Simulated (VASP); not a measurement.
A run of VASP 6.6.1 is set up as follows.

File POSCAR:

```
GaSi2
1.0
    3.7085368960      0.0000000000      0.0000000000
    0.0000000000      3.7085368960      0.0000000000
    0.0000000000      0.0000000000      7.5659729340
Ga Si
2 4
Direct
    0.0000000000      0.0000000000      0.0000000000
    0.5000000000      0.5000000000      0.5000000000
    0.0000000000      0.5000000000      0.2499494604
    0.0000000000      0.5000000000      0.7499494604
    0.5000000000      0.0000000000      0.2500505396
    0.5000000000      0.0000000000      0.7500505396
```

File INCAR.step1:

```
SYSTEM = GaSi2
  PREC = Accurate
  ENCUT = 520
  ISMEAR = 0
  SIGMA = 0.1
  LREAL = .FALSE.
  LASPH = .TRUE.
  NELM = 100
  NBANDS = 30
  GGA = PE
  ALGO = Normal
  EDIFF = 1E-4
  LWAVE = .TRUE.
  LCHARG = .FALSE.
```

File INCAR.step2:

```
SYSTEM = GaSi2
  PREC = Accurate
  ENCUT = 520
  EDIFF = 1E-6
  ISMEAR = 0
  SIGMA = 0.1
  LREAL = .FALSE.
  LASPH = .TRUE.
  NELM = 100
  ALGO = Normal
  ISIF = 2
  LWAVE = .FALSE.
  LCHARG = .FALSE.
  METAGGA = R2SCAN
  LMIXTAU = .TRUE.
  NBANDS = 30
  ISTART = 1
```

KPOINTS

```
Automatic mesh
0
G
  4 4 4
  0 0 0
```

Potentials or basis: VASP PAW PBE potentials, release 64 (Ga_d, Si).

The run is started by

```sh
$ cat potpaw_PBE.64/Ga_d/POTCAR potpaw_PBE.64/Si/POTCAR > POTCAR
$ cp INCAR.step1 INCAR
$ mpirun -np 1 vasp_std > vasp.out
$ cp INCAR.step2 INCAR
$ mpirun -np 1 vasp_std > vasp.out
```

(1) Predict the pressure.

(2) What does it give for the band gap on the k mesh?

## Answers

(1) 0.3 GPa.

(2) zero (bands 21 and 22 overlap by 3.67 eV).

Caveat: the k points lie up to 0.42 Å⁻¹ apart, too coarse for converged energies and pressures of a metal; the PAW data sets were made with another functional, which shifts forces and pressure a little.
